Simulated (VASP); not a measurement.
# Pt (P1) in VASP: notebook, part 2 of 2

VASP 6.6.1. The steps go on from the part before.

### Step 3. Single point, PBEsol

The input, INCAR:

```
PREC = Accurate
ENCUT = 520
EDIFF = 1E-7
ISMEAR = -1
SIGMA = 0.08
LREAL = F
LASPH = T
NELM = 100
ALGO = Normal
ISIF = 2
LWAVE = F
LCHARG = F
GGA = PS
NBANDS = 28
```

The input, KPOINTS:

```
Automatic mesh
0
Gamma
  4 4 8
```

The input, POSCAR:

```
Pt
1.0
    0.0000000000      3.9218000000      3.9218000000
    3.9218000000      0.0000000000      3.9218000000
    1.9609000000      1.9609000000      0.0000000000
Pt
4
Direct
   -0.0016707889      0.0068497884     -0.0052804835
    0.0023064664      0.5030803458     -0.0247378755
    0.4937331072     -0.0056159162      0.0176309348
    0.5056310878      0.4956859095      0.0123871692
```

Potentials or basis: VASP PAW PBE potentials, release 64 (Pt).

Run with:

```
> cat potpaw_PBE.64/Pt/POTCAR > POTCAR
> mpirun -np 1 vasp_std > vasp.out
```

OUTCAR:

```text
PREC = Accurate
   ENCUT = 520
   EDIFF = 1E-7
   ISMEAR = -1
   LREAL = F
   LASPH = T
   NELM = 100
   ISIF = 2
   GGA = PS

 ion  position               nearest neighbor table
   1  0.998  0.007  0.995-   4 2.72   3 2.73   2 2.74   3 2.75   2 2.76   2 2.79   3 2.80   2 2.81
                             3 2.82   4 2.82
   2  0.002  0.503  0.975-   4 2.73   4 2.73   1 2.74   1 2.76   3 2.77   3 2.78   1 2.79   1 2.81
                             4 2.82   4 2.82
   3  0.494  0.994  0.018-   1 2.73   4 2.74   1 2.75   4 2.76   2 2.77   2 2.78   4 2.78   1 2.80
                             4 2.81   1 2.82
   4  0.506  0.496  0.012-   1 2.72   2 2.73   2 2.73   3 2.74   3 2.76   3 2.78   3 2.81   2 2.82
                             2 2.82   1 2.82

  LATTYP: Found a base centered orthorhombic cell.
 ALAT       =     5.5462627489
 B/A-ratio  =     1.4142135624
 C/A-ratio  =     0.5000000000

  Lattice vectors:

 A1 = (  -1.9609000000,   1.9609000000,  -3.9218000000)
 A2 = (  -1.9609000000,   1.9609000000,   3.9218000000)
 A3 = (   1.9609000000,   1.9609000000,   0.0000000000)

Analysis of symmetry for initial positions (statically):
=====================================================================
 Subroutine PRICEL returns:
 Original cell was already a primitive cell.

 Routine SETGRP: Setting up the symmetry group for a
 base centered orthorhombic supercell.

 Subroutine GETGRP returns: Found  1 space group operations
 (whereof  1 operations were pure point group operations)
 out of a pool of  8 trial point group operations.

The static configuration has the point symmetry C_1 .

Analysis of symmetry for dynamics (positions and initial velocities):
=====================================================================
 Subroutine PRICEL returns:
 Original cell was already a primitive cell.

 Routine SETGRP: Setting up the symmetry group for a
 base centered orthorhombic supercell.

 Subroutine GETGRP returns: Found  1 space group operations
 (whereof  1 operations were pure point group operations)
 out of a pool of  8 trial point group operations.

The dynamic configuration has the point symmetry C_1 .

 Subroutine INISYM returns: Found  1 space group operations
 (whereof  1 operations are pure point group operations),
 and found     1 'primitive' translations

----------------------------------------------------------------------------------------

                                     Primitive cell

  volume of cell :      60.3193

  direct lattice vectors                    reciprocal lattice vectors
     0.000000000  3.921800000  3.921800000    -0.127492478  0.127492478  0.127492478
     3.921800000  0.000000000  3.921800000     0.127492478 -0.127492478  0.127492478
     1.960900000  1.960900000  0.000000000     0.254984956  0.254984956 -0.254984956

  length of vectors
     5.546262749  5.546262749  2.773131374     0.220823449  0.220823449  0.441646899

  position of ions in fractional coordinates (direct lattice)
     0.998329211  0.006849788  0.994719516
     0.002306466  0.503080346  0.975262124
     0.493733107  0.994384084  0.017630935
     0.505631088  0.495685909  0.012387169

  ion indices of the primitive-cell ions
   primitive index   ion index
                 1           1
                 2           2
                 3           3
                 4           4

----------------------------------------------------------------------------------------

 KPOINTS: Automatic mesh

Automatic generation of k-mesh.
 Grid dimensions read from file:
 generate k-points for:    4    4    8

 Generating k-lattice:

  Cartesian coordinates                     Fractional coordinates (reciprocal lattice)
    -0.031873119  0.031873119  0.031873119     0.250000000  0.000000000  0.000000000
     0.031873119 -0.031873119  0.031873119     0.000000000  0.250000000  0.000000000
     0.031873119  0.031873119 -0.031873119     0.000000000  0.000000000  0.125000000

  Length of vectors
     0.055205862  0.055205862  0.055205862

  Shift w.r.t. Gamma in fractional coordinates (k-lattice)
     0.000000000  0.000000000  0.000000000

 Subroutine IBZKPT returns following result:
 ===========================================

 Found     68 irreducible k-points:

 Following reciprocal coordinates:
            Coordinates               Weight
  0.000000  0.000000  0.000000      1.000000
  0.250000  0.000000  0.000000      2.000000
  0.000000 -0.250000  0.000000      2.000000
  0.500000  0.000000  0.000000      1.000000
  0.000000  0.500000  0.000000      1.000000
  0.250000  0.250000  0.000000      2.000000
[... 16 lines left out ...]
  0.500000  0.500000  0.125000      2.000000
 -0.250000 -0.250000  0.125000      2.000000
 [... further k-points ...]
   k-points           NKPTS =     68   k-points in BZ     NKDIM =     68   number of bands    NBANDS=     28
   number of dos      NEDOS =    301   number of ions     NIONS =      4
   total plane-waves  NPLWV =  42336
   dimension x,y,z NGX =    42 NGY =   42 NGZ =   24
   dimension x,y,z NGXF=    84 NGYF=   84 NGZF=   48
   ions per type =               4
   NGX,Y,Z   is equivalent  to a cutoff of  12.59, 12.59, 14.39 a.u.
   NGXF,Y,Z  is equivalent  to a cutoff of  25.18, 25.18, 28.78 a.u.
 SYSTEM =  unknown system
   PREC   = accura    normal or accurate (medium, high low for compatibility)
   ISTART =      0    job   : 0-new  1-cont  2-samecut
   ICHARG =      2    charge: 1-file 2-atom 10-const
   ISPIN  =      1    spin polarized calculation?
   LNONCOLLINEAR =      F non collinear calculations
   LSORBIT =      F    spin-orbit coupling
   LASPH  =      T    aspherical Exc in radial PAW
   ENCUT  =  520.0 eV  38.22 Ry    6.18 a.u.  10.31 10.31  5.16*2*pi/ulx,y,z
   NELM   =    100;   NELMIN=  2; NELMDL= -5     # of ELM steps
   EDIFF  = 0.1E-06   stopping-criterion for ELM
   LREAL  =      F    real-space projection
   EDIFFG = 0.1E-05   stopping-criterion for IOM
   NSW    =      0    number of steps for IOM
   IBRION =     -1    ionic relax: 0-MD 1-quasi-New 2-CG
   NFREE  =      0    steps in history (QN), initial steepest desc. (CG)
   ISIF   =      2    stress and relaxation
   ISYM   =      2    0-nonsym 1-usesym 2-fastsym
   POTIM  = 0.5000    time-step for ionic-motion
   TEBEG  =    0.0;   TEEND  =   0.0 temperature during run
   PSTRESS=    0.0 pullay stress
   NELECT =      40.0000    total number of electrons
   NUPDOWN=      -1.0000    fix difference up-down
   EMIN   =  10.00;   EMAX   =-10.00  energy-range for DOS
   EFERMI =   0.00;   METHOD = LEGACY
   ISMEAR =    -1;   SIGMA  =   0.08  broadening in eV -4-tet -1-fermi 0-gaus
   EFERMI_NEDOS =   21; number of points for ismear=-14 and -15
   IALGO  =     38    algorithm
   IMIX   =      4    mixing-type and parameters
     AMIX     =   0.40;   BMIX     =  1.00
     AMIX_MAG =   1.60;   BMIX_MAG =  1.00
  volume/ion in A,a.u.               =      15.08       101.76
  Fermi-wavevector in a.u.,A,eV,Ry     =   1.427609  2.697791 27.729605  2.038068
  Thomas-Fermi vector in A             =   2.547760
   LORBIT       =      0    0 simple, 1 ext, 2 COOP (PROOUT), +10 PAW based schemes
   GGA     = PS    functional components
   LHFCALC =     F    Hartree Fock is set to
   AEXX    =    0.0000 exact exchange contribution
   IVDW    =     0    specifies the selected vdW correction
   LEPSILON=     F    determine dielectric tensor
   LRPA    =     F    only Hartree local field effects (RPA)
 non-spin polarized calculation
  energy-cutoff  :      520.00
  volume of cell :       60.32
 maximum number of plane-waves:      1648
 NGX is ok and might be reduce to    42
   NGX = 21   NGY = 21   NGZ = 11

 number of electron      39.9999999 magnetization

 Free energy of the ion-electron system (eV)
  ---------------------------------------------------
  ext. energy  EPLUGINS =         0.00000000
  ---------------------------------------------------
  free energy    TOTEN  =       -27.84116100 eV

  energy without entropy =      -27.69052123  energy(sigma->0) =      -27.76584112

 E-fermi :  11.0226     XC(G=0): -13.6327

 val. band max:       11.0201978764   @ k =  -0.2500   0.5000   0.1250
 cond. band min:      11.0227924886   @ k =   0.5000   0.5000   0.3750
 fundamental gap:      0.0025946121
 Fermi energy:        11.0226024870

 k-point     1 :       0.0000    0.0000    0.0000
  band No.  band energies     occupation
      1       0.8022      2.00000
      2       3.7159      2.00000
      3       3.7226      2.00000
      4       3.9773      2.00000
      5       4.4363      2.00000
      6       7.1919      2.00000
[... 733 lines left out ...]
     27      23.4688      0.00000
     28      25.4372      0.00000

 [... further k-points ...]
[... 5 lines left out ...]
  --------------------------------------------------------------------------------------
  -------------------------------------------------------------------------------------
  Total       -0.3770334     -0.4735178     -0.3905929     -0.0966745      0.0473955     -0.0657145
  in kB      -10.0146114    -12.5773904    -10.3747722     -2.5678297      1.2588994     -1.7454820
  external PRESSURE =     -10.9889247 kB  Pullay stress =       0.0000000 kB

 VOLUME and BASIS-vectors are now :
 -----------------------------------------------------------------------------
  energy-cutoff  :      520.00
  volume of cell :       60.32
      direct lattice vectors                 reciprocal lattice vectors
     0.000000000  3.921800000  3.921800000    -0.127492478  0.127492478  0.127492478
     3.921800000  0.000000000  3.921800000     0.127492478 -0.127492478  0.127492478
     1.960900000  1.960900000  0.000000000     0.254984956  0.254984956 -0.254984956

 POSITION                                       TOTAL-FORCE (eV/Angst)
 -----------------------------------------------------------------------------------
      1.97741      5.86579      3.94211        -0.190990      0.052395     -0.447594
      3.88537      1.92144      1.98203         0.358370      0.286771      0.132893
      3.93435      1.97089      5.83610        -0.074385      0.064686      0.557721
      1.96827      2.00727      3.92697        -0.092995     -0.403851     -0.243020
 -----------------------------------------------------------------------------------
    total drift:                                0.000027      0.000013      0.000011

  FREE ENERGIE OF THE ION-ELECTRON SYSTEM (eV)
  ---------------------------------------------------
  free  energy   TOTEN  =       -27.8411610042 eV

  energy  without entropy=      -27.6905212282  energy(sigma->0) =      -27.76584112
```

OSZICAR:

```text
N       E                     dE             d eps       ncg     rms          rms(c)
DAV:   1     0.244210284513E+03    0.24421E+03   -0.20487E+04  3832   0.138E+03
DAV:   2    -0.221259371501E+02   -0.26634E+03   -0.25521E+03  4224   0.309E+02
DAV:   3    -0.296670904671E+02   -0.75412E+01   -0.73958E+01  4260   0.502E+01
DAV:   4    -0.297248288178E+02   -0.57738E-01   -0.57706E-01  4124   0.467E+00
DAV:   5    -0.297254259743E+02   -0.59716E-03   -0.59712E-03  4156   0.508E-01    0.267E+01
DAV:   6    -0.280556664845E+02    0.16698E+01   -0.31097E+00  4012   0.121E+01    0.135E+01
DAV:   7    -0.278608255130E+02    0.19484E+00   -0.68642E-01  4076   0.551E+00    0.431E+00
DAV:   8    -0.278540561944E+02    0.67693E-02   -0.14640E-01  4084   0.263E+00    0.169E+00
DAV:   9    -0.278417015311E+02    0.12355E-01   -0.70551E-02  4028   0.185E+00    0.949E-01
DAV:  10    -0.278411566274E+02    0.54490E-03   -0.14438E-03  4076   0.258E-01    0.890E-02
DAV:  11    -0.278411477298E+02    0.88976E-05   -0.67730E-05  4144   0.713E-02    0.311E-02
DAV:  12    -0.278411542454E+02   -0.65156E-05   -0.88238E-06  4092   0.218E-02    0.208E-02
DAV:  13    -0.278411611756E+02   -0.69302E-05   -0.47661E-06  4088   0.142E-02    0.620E-03
DAV:  14    -0.278411610695E+02    0.10609E-06   -0.22863E-06  3892   0.105E-02    0.115E-03
DAV:  15    -0.278411610042E+02    0.65349E-07   -0.53399E-08  2108   0.146E-03
   1 F= -.27841161E+02 E0= -.27765841E+02  d E =-.150640E+00
```

stdout:

```text
POSCAR found type information on POSCAR Pt
 POSCAR found :  1 types and       4 ions
 scaLAPACK will be used
 -----------------------------------------------------------------------------
|                                                                             |
|                                                                             |
|     You enforced a specific xc type in the INCAR file but a different       |
|     I HOPE YOU KNOW WHAT YOU ARE DOING!                                     |
|                                                                             |
 -----------------------------------------------------------------------------

 LDA part: xc-table for (Slater+PW92), standard interpolation
 POSCAR, INCAR and KPOINTS ok, starting setup
 FFT: planning ... GRIDC
 FFT: planning ... GRID_SOFT
 FFT: planning ... GRID
 WAVECAR not read
 entering main loop
```

Wall time 2 min (1 thread of Intel Xeon 6975P-C (Granite Rapids), shared host); peak memory 0.24 GiB.

What came out:

| Item | Value |
| --- | --- |
| Free energy | -27.8412 eV |
| Pressure | -1.1 GPa |
| Largest force | 0.566 eV/Å |
| Band gap on the k mesh | zero (band 20 reaches 11.56 eV, above the bottom of band 21 at 10.16 eV) |

Forces in eV/Å, atoms in the order of the input:
```
Pt  -0.191  0.052 -0.448
Pt   0.358  0.287  0.133
Pt  -0.074  0.065  0.558
Pt  -0.093 -0.404 -0.243
```

Stress tensor (GPa, compression positive):
```
-1.00 -0.26 -0.17
-0.26 -1.26  0.13
-0.17  0.13 -1.04
```

Levels at points of the mesh, in eV from the Fermi level:
| k point | band 17 | band 18 | band 19 | band 20 | band 21 | band 22 | band 23 | band 24 |
| --- | --- | --- | --- | --- | --- | --- | --- | --- |
| (0.00, 0.00, 0.00) | 0.04 | 0.05 | 0.07 | 0.08 | 0.09 | 0.52 | 0.58 | 1.82 |
| (0.50, 0.00, 0.00) | -1.58 | -1.57 | -1.22 | -1.20 | 0.18 | 0.24 | 2.96 | 3.18 |
| (0.00, 0.50, 0.00) | -1.51 | -1.48 | -1.31 | -1.29 | 0.16 | 0.23 | 2.99 | 3.15 |
| (0.50, 0.50, 0.00) | -2.05 | -1.99 | -1.67 | -1.62 | -0.86 | -0.74 | 1.89 | 1.91 |
| (0.00, 0.00, 0.50) | 0.09 | 0.11 | 0.53 | 0.53 | 0.54 | 0.59 | 1.81 | 1.84 |
| (0.50, 0.00, 0.50) | 0.16 | 0.21 | 0.23 | 0.27 | 2.90 | 3.02 | 3.11 | 3.23 |
| (0.00, 0.50, 0.50) | 0.18 | 0.21 | 0.22 | 0.25 | 2.98 | 3.04 | 3.09 | 3.15 |
| (0.50, 0.50, 0.50) | -1.74 | -1.50 | 0.53 | 0.54 | 1.82 | 2.00 | 7.10 | 7.12 |

Caveat: the PAW data sets were made with another functional, which shifts forces and pressure a little; spin-orbit coupling is left out, which moves the levels of the heavy elements.

### Step 4. Single point, PBEsol

The input, INCAR:

```
PREC = Accurate
ENCUT = 520
EDIFF = 1E-6
ISMEAR = -1
SIGMA = 0.08
LREAL = F
LASPH = T
NELM = 80
ALGO = Normal
ISIF = 2
LWAVE = F
LCHARG = T
GGA = PS
LELF = T
LVHAR = T
NBANDS = 28
```

KPOINTS is that of step 3.

The input, POSCAR:

```
Pt
1.0
    0.0000000000      3.9218000000      3.9218000000
    3.9218000000      0.0000000000      3.9218000000
    1.9609000000      1.9609000000      0.0000000000
Pt
4
Direct
   -0.0028759753      0.0090320771     -0.0068086083
    0.0035723392      0.5049913305     -0.0352730889
    0.4918525932     -0.0076716049      0.0244099648
    0.5074510429      0.4936481973      0.0176717324
```

Run with:

```
> cat potpaw_PBE.64/Pt/POTCAR > POTCAR
> mpirun -np 1 vasp_std > vasp.out
```

Run time: 2.2 min. Hardware: 1 thread of Intel Xeon 6975P-C (Granite Rapids), shared host; peak memory 0.24 GiB.

It converged, with:

```yaml
Free_energy: -27.8102 eV
Pressure: -0.8 GPa
Largest_force: 0.694 eV/Å
Band_gap_on_the_k_mesh: zero (band 20 reaches 11.56 eV, above the bottom of band 21 at 10.17 eV)
```

Forces on the atoms (eV/Å):
```
Pt  -0.247  0.081 -0.504
Pt   0.462  0.394  0.081
Pt  -0.096  0.058  0.685
Pt  -0.118 -0.533 -0.262
```

Stress tensor (GPa, compression positive):
```
-0.56 -0.50 -0.39
-0.50 -1.06  0.20
-0.39  0.20 -0.67
```

Levels at points of the mesh, in eV from the Fermi level:
```tsv
k point	band 18	band 19	band 20	band 21	band 22	band 23
(0.00, 0.00, 0.00)	0.03	0.05	0.08	0.08	0.50	0.62
(0.50, 0.00, 0.00)	-1.63	-1.14	-1.12	0.16	0.25	2.91
(0.00, 0.50, 0.00)	-1.51	-1.27	-1.24	0.12	0.23	2.95
(0.50, 0.50, 0.00)	-1.96	-1.64	-1.58	-0.86	-0.73	1.87
(0.00, 0.00, 0.50)	0.13	0.51	0.52	0.55	0.63	1.82
(0.50, 0.00, 0.50)	0.20	0.23	0.29	2.83	3.00	3.13
(0.00, 0.50, 0.50)	0.21	0.22	0.26	2.94	3.03	3.10
(0.50, 0.50, 0.50)	-1.42	0.52	0.54	1.79	2.03	7.09
```

Caveat: the PAW data sets were made with another functional, which shifts forces and pressure a little; spin-orbit coupling is left out, which moves the levels of the heavy elements.
